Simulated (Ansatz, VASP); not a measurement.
**Li3Si2N in VASP and in Ansatz**

```xyz
6
Lattice="2.3970 1.3839 3.9122 -2.3970 1.3839 3.9122 0.0000 -2.7678 3.9122" Properties=species:S:1:pos:R:3 pbc="T T T"
Li    0.0000    1.3839    3.9122
Li   -1.1985   -0.6920    3.9122
Li    1.1985   -0.6920    3.9122
Si    0.0000    0.0000    1.7334
Si    0.0000    0.0000   10.0032
N     0.0000    0.0000    0.0000
```

Alike in both runs: functional PBE; k mesh 6 × 6 × 6; occupations gaussian, width 0.1 eV; no spin polarisation.

Ansatz relaxed the structure, and its values are those at the end. VASP's run is a single point on that final structure, the one shown.

|  | VASP | Ansatz |
| --- | --- | --- |
| version | VASP 6.6.1 | Ansatz 0.2.0 |
| potentials or method | VASP PAW PBE potentials, release 64 (Li_sv, Si, N), cutoff 520 eV | scalar-relativistic, plane waves, PAW |
| valence electrons in the cell | 22 | 22 |

Ansatz gave:

* gap on the k mesh at the Fermi level (eV): none
* rms of the force components (eV/Å): 0.007

**Question.** Which values does VASP return?

**Answer.** gap on the k mesh at the Fermi level (eV): none; rms of the force components (eV/Å): 0.000.

A gap of «none» marks a metal or a gap that the smearing closes.

Noted on VASP's run: the cutoff is short for stress, so the pressure is rough.
